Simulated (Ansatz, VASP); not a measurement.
**One calculation of K2PdC2, two programs**

File INCAR:

```
  ALGO = Normal
  EDIFF = 1E-7
  ENCUT = 520
  GGA = CA
  ISIF = 2
  ISMEAR = 0
  LASPH = T
  LCHARG = T
  LELF = T
  LREAL = F
  LVHAR = T
  LWAVE = F
  NBANDS = 26
  NELM = 60
  PREC = Accurate
  SIGMA = 0.05
```

Contents of KPOINTS:

```
k-points
0
Gamma
  6 6 6
```

File POSCAR:

```
K2PdC2
1.0
    5.1181840614      0.0000000000      0.0000000000
   -2.5590920307      4.4324774185      0.0000000000
    0.0000000000      0.0000000000      5.2581371800
K Pd C
2 1 2
Direct
    0.7102506823      0.3652390472      0.7201982100
    0.3333333333      0.6666666667      0.2798017900
    0.0000000000      0.0000000000      0.0000000000
    0.0000000000      0.0000000000      0.6201967800
    0.0000000000      0.0000000000      0.3798032200
```

Input for Ansatz:

```yaml
crystal:
  lattice:
    - [5.1181840614, 0.0, 0.0]
    - [-2.5590920307, 4.4324774185, 0.0]
    - [0.0, 0.0, 5.25813718]
  atoms:
    - { symbol: K, position: [0.7102506823, 0.3652390472, 0.72019821] }
    - { symbol: K, position: [0.3333333333, 0.6666666667, 0.27980179] }
    - { symbol: Pd, position: [0.0, 0.0, 0.0] }
    - { symbol: C, position: [0.0, 0.0, 0.62019678] }
    - { symbol: C, position: [0.0, 0.0, 0.37980322] }
basis:
  ecutwfc: 420
kpoints:
  mp_grid: { grid: [6, 6, 6] }
hamiltonian:
  xc: lda
scf:
  occupations: { method: gaussian, width: 0.05 }
output:
  forces: true
  stress: true
  eigenvalues: true
```

Alike in both runs: task single point; functional LDA; k mesh 6 × 6 × 6; occupations gaussian, width 0.05 eV; no spin polarisation.

```csv
,VASP,Ansatz
version,VASP 6.6.1,Ansatz 0.2.0
potentials or method,"VASP PAW LDA potentials, release 64 (K_sv, Pd, C), cutoff 520 eV","scalar-relativistic, plane waves, PAW"
valence electrons in the cell,36,44
```

|  | VASP | Ansatz | Ansatz less VASP |
| --- | --- | --- | --- |
| gap on the k mesh at the Fermi level (eV) | 1.31 | 1.30 | -0.002 |
| least direct gap on the mesh (eV) | 1.37 | 1.37 | -0.003 |
| pressure (GPa) | -2.3 | -2.5 | -0.14 |
| traceless stress, the component that is largest in VASP (GPa) | -1.27 | -1.39 | -0.121 |
| rms of the force components (eV/Å) | 0.168 | 0.152 | -0.0166 |

LDA's correlation is that of Perdew and Zunger in VASP and of Perdew and Wang (1992) in Ansatz. Atom by atom the forces differ by 0.020 eV/Å (rms over components). VASP's potentials hold 36 valence electrons a cell and Ansatz's 44, so a difference there can come from the potentials and not from the codes.
